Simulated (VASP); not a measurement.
A run of VASP 6.6.1 is set up as follows.

The input INCAR:

```
SYSTEM = WS3
PREC = Accurate ; ENCUT = 520
EDIFF = 1E-7 ; ISMEAR = 0
SIGMA = 0.1 ; LREAL = .False.
LASPH = .True. ; NELM = 100
ALGO = Normal ; ISIF = 2
LWAVE = .False. ; LCHARG = .False.
GGA = PE ; NBANDS = 24
```

Contents of KPOINTS:

```
regular mesh
0
Gamma
  4 4 4
  0 0 0
```

POSCAR

```
WS3
1.0
    4.6809603598      0.0000000000      0.0000000000
    0.0000000000      4.6809603598      0.0000000000
    0.0000000000      0.0000000000      4.6811075194
W S
1 3
Direct
    0.0000000000      0.0000000000      0.9928462281
    0.0000000000      0.5000000000     -0.0065690061
    0.5000000000      0.0000000000     -0.0065690061
    0.0000000000      0.0000000000      0.4932693941
```

Potentials or basis: VASP PAW PBE potentials, release 64 (W_sv, S).

The run is started by

```bash
$ cat potpaw_PBE.64/W_sv/POTCAR potpaw_PBE.64/S/POTCAR > POTCAR
$ mpirun -np 1 vasp_std > vasp.out
```

(1) What does it give for the band gap on the k mesh?

(2) What does it give for the pressure?

Results:

(1) zero (band 16 reaches 3.22 eV, above the bottom of band 17 at 2.11 eV).

(2) 0.0 GPa.

Caveat: spin-orbit coupling is left out, which moves the levels of the heavy elements.
